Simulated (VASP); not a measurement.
# Ca (Fd-3m) in VASP: notebook

Ca is run at these levels: PBE; tasks: single point.

All numbers are computed with VASP 6.6.1; they aren't measurements. Logs are shortened: lines on timing, memory, paths and dates and some standing lists are left out, and cuts for length are marked.

## 1. The cell of the first run

Symmetry: Fd-3m, No. 227, cubic system. Conventional cell: a = 6.308 Å, b = 6.308 Å, c = 6.308 Å, α = 90.00°, β = 90.00°, γ = 90.00°. Within 3.6 Å of Ca (site symmetry -43m) lie 4 Ca at 2.73 Å.

This isn't the form of Ca at room conditions, which is fcc.

## 2. Single point, PBE

Contents of INCAR:

```
PREC = Accurate ; ENCUT = 520
EDIFF = 1E-6 ; ISMEAR = -1
SIGMA = 0.08 ; LREAL = F
LASPH = T ; NELM = 100
ALGO = Normal ; ISIF = 2
LWAVE = F ; LCHARG = F
GGA = PE ; NBANDS = 17
```

Contents of KPOINTS:

```
regular mesh
0
Gamma
  10 10 10
```

Contents of POSCAR:

```
Ca
1.0
    0.0000000000      3.1540511503      3.1540511503
    3.1540511503      0.0000000000      3.1540511503
    3.1540511503      3.1540511503      0.0000000000
Ca
2
Direct
   -0.1250000000     -0.1250000000     -0.1250000000
    0.1250000000      0.1250000000      0.1250000000
```

Potentials or basis: VASP PAW PBE potentials, release 64 (Ca_sv).

The run is started by

```
cat potpaw_PBE.64/Ca_sv/POTCAR > POTCAR
mpirun -np 1 vasp_std > vasp.out
```

OUTCAR:

```text
PREC = Accurate
   ENCUT = 520
   EDIFF = 1E-6
   ISMEAR = -1
   LREAL = F
   LASPH = T
   NELM = 100
   ISIF = 2
   GGA = PE

 ion  position               nearest neighbor table
   1  0.875  0.875  0.875-   2 2.73   2 2.73   2 2.73   2 2.73
   2  0.125  0.125  0.125-   1 2.73   1 2.73   1 2.73   1 2.73

  LATTYP: Found a face centered cubic cell.
 ALAT       =     6.3081023006

  Lattice vectors:

 A1 = (   0.0000000000,   3.1540511503,   3.1540511503)
 A2 = (   3.1540511503,   0.0000000000,   3.1540511503)
 A3 = (   3.1540511503,   3.1540511503,   0.0000000000)

Analysis of symmetry for initial positions (statically):
=====================================================================
 Subroutine PRICEL returns:
 Original cell was already a primitive cell.

 Routine SETGRP: Setting up the symmetry group for a
 face centered cubic supercell.

 Subroutine GETGRP returns: Found 48 space group operations
 (whereof 12 operations were pure point group operations)
 out of a pool of 48 trial point group operations.

The static configuration has the point symmetry D_3d.
 The point group associated with its full space group is O_h .

Analysis of symmetry for dynamics (positions and initial velocities):
=====================================================================
 Subroutine PRICEL returns:
 Original cell was already a primitive cell.

 Routine SETGRP: Setting up the symmetry group for a
 face centered cubic supercell.

 Subroutine GETGRP returns: Found 48 space group operations
 (whereof 12 operations were pure point group operations)
 out of a pool of 48 trial point group operations.

The dynamic configuration has the point symmetry D_3d.
 The point group associated with its full space group is O_h .

 Subroutine INISYM returns: Found 48 space group operations
 (whereof 12 operations are pure point group operations),
 and found     1 'primitive' translations

----------------------------------------------------------------------------------------

                                     Primitive cell

  volume of cell :      62.7532

  direct lattice vectors                    reciprocal lattice vectors
     0.000000000  3.154051150  3.154051150    -0.158526281  0.158526281  0.158526281
     3.154051150  0.000000000  3.154051150     0.158526281 -0.158526281  0.158526281
     3.154051150  3.154051150  0.000000000     0.158526281  0.158526281 -0.158526281

  length of vectors
     4.460501913  4.460501913  4.460501913     0.274575574  0.274575574  0.274575574

  position of ions in fractional coordinates (direct lattice)
     0.875000000  0.875000000  0.875000000
     0.125000000  0.125000000  0.125000000

  ion indices of the primitive-cell ions
   primitive index   ion index
                 1           1
                 2           2

----------------------------------------------------------------------------------------

 KPOINTS: regular mesh

Automatic generation of k-mesh.
 Grid dimensions read from file:
 generate k-points for:   10   10   10

 Generating k-lattice:

  Cartesian coordinates                     Fractional coordinates (reciprocal lattice)
    -0.015852628  0.015852628  0.015852628     0.100000000  0.000000000  0.000000000
     0.015852628 -0.015852628  0.015852628     0.000000000  0.100000000  0.000000000
     0.015852628  0.015852628 -0.015852628     0.000000000  0.000000000  0.100000000

  Length of vectors
     0.027457557  0.027457557  0.027457557

  Shift w.r.t. Gamma in fractional coordinates (k-lattice)
     0.000000000  0.000000000  0.000000000

 Subroutine IBZKPT returns following result:
 ===========================================

 Found     47 irreducible k-points:

 Following reciprocal coordinates:
            Coordinates               Weight
  0.000000  0.000000  0.000000      1.000000
  0.100000  0.000000  0.000000      8.000000
  0.200000  0.000000  0.000000      8.000000
  0.300000  0.000000  0.000000      8.000000
  0.400000  0.000000  0.000000      8.000000
  0.500000  0.000000  0.000000      4.000000
[... 16 lines left out ...]
  0.300000  0.300000  0.000000      6.000000
  0.400000  0.300000  0.000000     24.000000
 [... further k-points ...]
   k-points           NKPTS =     47   k-points in BZ     NKDIM =     47   number of bands    NBANDS=     17
   number of dos      NEDOS =    301   number of ions     NIONS =      2
   total plane-waves  NPLWV =  46656
   dimension x,y,z NGX =    36 NGY =   36 NGZ =   36
   dimension x,y,z NGXF=    72 NGYF=   72 NGZF=   72
   ions per type =               2
   NGX,Y,Z   is equivalent  to a cutoff of  13.42, 13.42, 13.42 a.u.
   NGXF,Y,Z  is equivalent  to a cutoff of  26.83, 26.83, 26.83 a.u.
 SYSTEM =  unknown system
   PREC   = accura    normal or accurate (medium, high low for compatibility)
   ISTART =      0    job   : 0-new  1-cont  2-samecut
   ICHARG =      2    charge: 1-file 2-atom 10-const
   ISPIN  =      1    spin polarized calculation?
   LNONCOLLINEAR =      F non collinear calculations
   LSORBIT =      F    spin-orbit coupling
   LASPH  =      T    aspherical Exc in radial PAW
   ENCUT  =  520.0 eV  38.22 Ry    6.18 a.u.   8.29  8.29  8.29*2*pi/ulx,y,z
   NELM   =    100;   NELMIN=  2; NELMDL= -5     # of ELM steps
   EDIFF  = 0.1E-05   stopping-criterion for ELM
   LREAL  =      F    real-space projection
   EDIFFG = 0.1E-04   stopping-criterion for IOM
   NSW    =      0    number of steps for IOM
   IBRION =     -1    ionic relax: 0-MD 1-quasi-New 2-CG
   NFREE  =      0    steps in history (QN), initial steepest desc. (CG)
   ISIF   =      2    stress and relaxation
   ISYM   =      2    0-nonsym 1-usesym 2-fastsym
   POTIM  = 0.5000    time-step for ionic-motion
   TEBEG  =    0.0;   TEEND  =   0.0 temperature during run
   PSTRESS=    0.0 pullay stress
   NELECT =      20.0000    total number of electrons
   NUPDOWN=      -1.0000    fix difference up-down
   EMIN   =  10.00;   EMAX   =-10.00  energy-range for DOS
   EFERMI =   0.00;   METHOD = LEGACY
   ISMEAR =    -1;   SIGMA  =   0.08  broadening in eV -4-tet -1-fermi 0-gaus
   EFERMI_NEDOS =   21; number of points for ismear=-14 and -15
   IALGO  =     38    algorithm
   IMIX   =      4    mixing-type and parameters
     AMIX     =   0.40;   BMIX     =  1.00
     AMIX_MAG =   1.60;   BMIX_MAG =  1.00
  volume/ion in A,a.u.               =      31.38       211.74
  Fermi-wavevector in a.u.,A,eV,Ry     =   1.118251  2.113189 17.013896  1.250486
  Thomas-Fermi vector in A             =   2.254881
   LORBIT       =      0    0 simple, 1 ext, 2 COOP (PROOUT), +10 PAW based schemes
   GGA     = PE    functional components
   LHFCALC =     F    Hartree Fock is set to
   AEXX    =    0.0000 exact exchange contribution
   IVDW    =     0    specifies the selected vdW correction
   LEPSILON=     F    determine dielectric tensor
   LRPA    =     F    only Hartree local field effects (RPA)
 non-spin polarized calculation
  energy-cutoff  :      520.00
  volume of cell :       62.75
 maximum number of plane-waves:      1709
 NGX is ok and might be reduce to    36
   NGX = 17   NGY = 17   NGZ = 17

 number of electron      20.0000001 magnetization

 Free energy of the ion-electron system (eV)
  ---------------------------------------------------
  ext. energy  EPLUGINS =         0.00000000
  ---------------------------------------------------
  free energy    TOTEN  =        -0.32591244 eV

  energy without entropy =       -0.27315580  energy(sigma->0) =       -0.29953412

 E-fermi :   3.2173     XC(G=0):  -8.5964

 val. band max:        3.1623287622   @ k =   0.2000   0.1000   0.0000
 cond. band min:       3.2224057797   @ k =  -0.2000   0.2000   0.0000
 fundamental gap:      0.0600770175
 Fermi energy:         3.2172878222

 k-point     1 :       0.0000    0.0000    0.0000
  band No.  band energies     occupation
      1     -39.1416      2.00000
      2     -38.5924      2.00000
      3     -20.3711      2.00000
      4     -20.3711      2.00000
      5     -20.3711      2.00000
      6     -19.5763      2.00000
[... 9 lines left out ...]
     16       5.7792      0.00000
     17       5.7792      0.00000

 k-point     2 :       0.1000    0.0000    0.0000
  band No.  band energies     occupation
      1     -39.1318      2.00000
      2     -38.6027      2.00000
      3     -20.3825      2.00000
      4     -20.3825      2.00000
      5     -20.3737      2.00000
      6     -19.5761      2.00000
[... 9 lines left out ...]
     16       5.7587      0.00000
     17       5.7587      0.00000

 k-point     3 :       0.2000    0.0000    0.0000
  band No.  band energies     occupation
      1     -39.1042      2.00000
      2     -38.6316      2.00000
      3     -20.4108      2.00000
      4     -20.4108      2.00000
      5     -20.3813      2.00000
      6     -19.5743      2.00000
[... 9 lines left out ...]
     16       5.7958      0.00000
     17       5.7958      0.00000

 k-point     4 :       0.3000    0.0000    0.0000
  band No.  band energies     occupation
      1     -39.0645      2.00000
      2     -38.6729      2.00000
      3     -20.4434      2.00000
      4     -20.4434      2.00000
      5     -20.3923      2.00000
      6     -19.5701      2.00000
[... 9 lines left out ...]
     16       6.0992      0.00000
     17       6.0992      0.00000
[... 343 lines left out ...]
      1     -39.0486      2.00000
      2     -38.6894      2.00000
      3     -20.5257      2.00000
      4     -20.4443      2.00000
      5     -20.3115      2.00000
      6     -19.6444      2.00000
[... 9 lines left out ...]
     16       5.6141      0.00000
     17       6.0384      0.00000

 k-point    23 :       0.3000    0.3000    0.0000
  band No.  band energies     occupation
      1     -39.0306      2.00000
      2     -38.7080      2.00000
      3     -20.5214      2.00000
      4     -20.5214      2.00000
      5     -20.2146      2.00000
      6     -19.7555      2.00000
[... 9 lines left out ...]
     16       5.9878      0.00000
     17       5.9878      0.00000

 k-point    24 :       0.4000    0.3000    0.0000
  band No.  band energies     occupation
      1     -38.9915      2.00000
      2     -38.7482      2.00000
      3     -20.5544      2.00000
      4     -20.5445      2.00000
      5     -20.1689      2.00000
      6     -19.8026      2.00000
[... 9 lines left out ...]
     16       6.0749      0.00000
     17       6.3541      0.00000

 [... further k-points ...]

------------------------ aborting loop because EDIFF is reached ----------------------------------------

  FORCE on cell =-STRESS in cart. coord.  units (eV):
  Direction    XX          YY          ZZ          XY          YZ          ZX
  --------------------------------------------------------------------------------------
  -------------------------------------------------------------------------------------
  Total        2.4369033      2.4369033      2.4369033      0.0000000      0.0000000     -0.0000000
  in kB       62.2175180     62.2175180     62.2175180      0.0000000      0.0000000     -0.0000000
  external PRESSURE =      62.2175180 kB  Pullay stress =       0.0000000 kB

 VOLUME and BASIS-vectors are now :
 -----------------------------------------------------------------------------
  energy-cutoff  :      520.00
  volume of cell :       62.75
      direct lattice vectors                 reciprocal lattice vectors
     0.000000000  3.154051150  3.154051150    -0.158526281  0.158526281  0.158526281
     3.154051150  0.000000000  3.154051150     0.158526281 -0.158526281  0.158526281
     3.154051150  3.154051150  0.000000000     0.158526281  0.158526281 -0.158526281

 POSITION                                       TOTAL-FORCE (eV/Angst)
 -----------------------------------------------------------------------------------
      5.51959      5.51959      5.51959         0.000000      0.000000      0.000000
      0.78851      0.78851      0.78851        -0.000000     -0.000000     -0.000000
 -----------------------------------------------------------------------------------
    total drift:                                0.000000      0.000000      0.000000

  FREE ENERGIE OF THE ION-ELECTRON SYSTEM (eV)
  ---------------------------------------------------
  free  energy   TOTEN  =        -0.3259124364 eV

  energy  without entropy=       -0.2731558048  energy(sigma->0) =       -0.29953412
```

Wall time 26 s (1 thread of Intel Xeon 6975P-C (Granite Rapids), shared host); peak memory 0.21 GiB.

What came out:

* Free energy: -0.3259 eV
* Pressure: 6.2 GPa
* Band gap on the k mesh: zero (bands 10 and 11 overlap by 0.41 eV)

Caveat: the cell stands under pressure.

## 3. Single point, PBE

Contents of INCAR:

```
SYSTEM = Ca
PREC = Accurate
ENCUT = 520
EDIFF = 1E-6
ISMEAR = -1
SIGMA = 0.08
LREAL = .FALSE.
LASPH = .TRUE.
NELM = 60
ALGO = Normal
ISIF = 2
LWAVE = .FALSE.
LCHARG = .FALSE.
GGA = PE
NBANDS = 17
```

Contents of KPOINTS:

```
Automatic mesh
0
G
  10 10 10
  0 0 0
```

POSCAR is that of step 2.

Potentials or basis: VASP PAW PBE potentials, release 64 (Ca_sv).

The run is started by

```
cat potpaw_PBE.64/Ca_sv/POTCAR > POTCAR
mpirun -np 1 vasp_std > vasp.out
```

OUTCAR:

```text
SYSTEM = Ca
   PREC = Accurate
   ENCUT = 520
   EDIFF = 1E-6
   ISMEAR = -1
   LREAL = .FALSE.
   LASPH = .TRUE.
   NELM = 60
   ISIF = 2
   GGA = PE

 ion  position               nearest neighbor table
   1  0.875  0.875  0.875-   2 2.73   2 2.73   2 2.73   2 2.73
   2  0.125  0.125  0.125-   1 2.73   1 2.73   1 2.73   1 2.73

  LATTYP: Found a face centered cubic cell.
 ALAT       =     6.3081023006

  Lattice vectors:

[... 668 lines left out ...]

------------------------ aborting loop because EDIFF is reached ----------------------------------------

  FORCE on cell =-STRESS in cart. coord.  units (eV):
  Direction    XX          YY          ZZ          XY          YZ          ZX
  --------------------------------------------------------------------------------------
  -------------------------------------------------------------------------------------
  Total        2.4369033      2.4369033      2.4369033      0.0000000      0.0000000     -0.0000000
  in kB       62.2175180     62.2175180     62.2175180      0.0000000      0.0000000     -0.0000000
  external PRESSURE =      62.2175180 kB  Pullay stress =       0.0000000 kB

 VOLUME and BASIS-vectors are now :
 -----------------------------------------------------------------------------
  energy-cutoff  :      520.00
  volume of cell :       62.75
      direct lattice vectors                 reciprocal lattice vectors
     0.000000000  3.154051150  3.154051150    -0.158526281  0.158526281  0.158526281
     3.154051150  0.000000000  3.154051150     0.158526281 -0.158526281  0.158526281
     3.154051150  3.154051150  0.000000000     0.158526281  0.158526281 -0.158526281

 POSITION                                       TOTAL-FORCE (eV/Angst)
 -----------------------------------------------------------------------------------
      5.51959      5.51959      5.51959         0.000000      0.000000      0.000000
      0.78851      0.78851      0.78851        -0.000000     -0.000000     -0.000000
 -----------------------------------------------------------------------------------
    total drift:                                0.000000      0.000000      0.000000

  FREE ENERGIE OF THE ION-ELECTRON SYSTEM (eV)
  ---------------------------------------------------
  free  energy   TOTEN  =        -0.3259124364 eV

  energy  without entropy=       -0.2731558048  energy(sigma->0) =       -0.29953412
```

It took 29 s on 1 thread of Intel Xeon 6975P-C (Granite Rapids), shared host; peak memory 0.21 GiB.

Results:

```
Free energy            : -0.3259 eV
Pressure               : 6.2 GPa
Band gap on the k mesh : zero (bands 10 and 11 overlap by 0.41 eV)
```

Caveat: the cell stands under pressure.
